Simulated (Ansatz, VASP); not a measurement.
One calculation of V, two programs

```xyz
2
Lattice="2.5298 0.0000 0.0000 -1.2649 2.1909 0.0000 0.0000 0.0000 4.5355" Properties=species:S:1:pos:R:3 pbc="T T T"
V     0.0000    1.4606    1.1339
V     1.2649    0.7303    3.4016
```

Alike in both runs: task single point; functional r2SCAN; k mesh 16 × 16 × 8; occupations fermi-dirac, width 0.1 eV; no spin polarisation.

|  | VASP | Ansatz |
| --- | --- | --- |
| version | VASP 6.6.1 | Ansatz 0.2.0 |
| potentials or method | VASP PAW PBE potentials, release 64 (V_sv), cutoff 520 eV | plane waves (500 eV) with PAW, scalar-relativistic |
| valence electrons in the cell | 26 | 26 |

```csv
,VASP,Ansatz,Ansatz less VASP
pressure (GPa),18.7,17.8,-0.92
"traceless stress, the component that is largest in VASP (GPa)",0.25,0.38,+0.127
```

VASP's potentials were made for PBE, not for r2SCAN. With one functional, cell and mesh, what is left measures potentials, basis and numerics.
